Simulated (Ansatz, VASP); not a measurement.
**One calculation of Si2W, two programs**

File INCAR:

```
SYSTEM = Si2W
PREC     = Accurate       ! precision mode
ENCUT    = 600            ! plane-wave cutoff, eV
EDIFF    = 1E-6           ! SCF threshold, eV
ISMEAR   = 0              ! smearing method
SIGMA    = 0.05           ! smearing width, eV
LREAL    = .FALSE.        ! projectors in reciprocal space
LASPH    = .TRUE.         ! aspherical terms in the spheres
NELM     = 100            ! most SCF steps
ALGO     = Normal         ! electronic algorithm
ISIF     = 3              ! what is computed and relaxed
LWAVE    = .FALSE.        ! write WAVECAR
LCHARG   = .FALSE.        ! write CHGCAR
GGA      = PE             ! functional
IBRION   = 2              ! ionic algorithm
NSW      = 80             ! ionic steps
EDIFFG   = -0.003         ! ionic threshold
```

Contents of KPOINTS:

```
Automatic mesh
0
G
  18 18 18
  0 0 0
```

POSCAR

```
Si2W
1.0
   -1.6069750000      1.6069750000      3.9156400000
    1.6069750000     -1.6069750000      3.9156400000
    1.6069750000      1.6069750000     -3.9156400000
W Si
1 2
Direct
    0.0000000000      0.0000000000      0.0000000000
    0.3324700000      0.3324700000      0.0000000000
    0.6675300000      0.6675300000      0.0000000000
```

Input for Ansatz:

```yaml
crystal:
  lattice:
    - [-1.606975, 1.606975, 3.91564]
    - [1.606975, -1.606975, 3.91564]
    - [1.606975, 1.606975, -3.91564]
  atoms:
    - { symbol: W, position: [0.0, 0.0, 0.0] }
    - { symbol: Si, position: [0.33247, 0.33247, 0.0] }
    - { symbol: Si, position: [0.66753, 0.66753, 0.0] }
scf:
  occupations: { method: gaussian, width: 0.05 }
output:
  forces: true
  stress: true
hamiltonian:
  xc: pbe
kpoints:
  mp_grid: { grid: [18, 18, 18] }
relax:
  f_tol: 0.003
  cell: { stress_tol: 0.03 }
```

Alike in both runs: task relaxation of cell and atoms; functional PBE; k mesh 18 × 18 × 18; occupations gaussian, width 0.05 eV; no spin polarisation.

|  | VASP | Ansatz |
| --- | --- | --- |
| version | VASP 6.6.1 | Ansatz 0.2.0 |
| potentials or method | VASP PAW PBE potentials, release 64 (W_sv, Si) | scalar-relativistic, plane waves, PAW |
| plane-wave cutoff (eV) | 600 | 420 |
| valence electrons in the cell | 22 | 22 |

VASP gave:

```
relaxed volume (Å³/atom)                                     : 13.68
relaxed cell length with the largest relative difference (Å) : 4.549
```

Task: What did Ansatz give for the same quantities?

Result: Relaxed volume (Å³/atom): 13.67; relaxed cell length with the largest relative difference (Å): 4.548.

Spin-orbit coupling is off throughout.
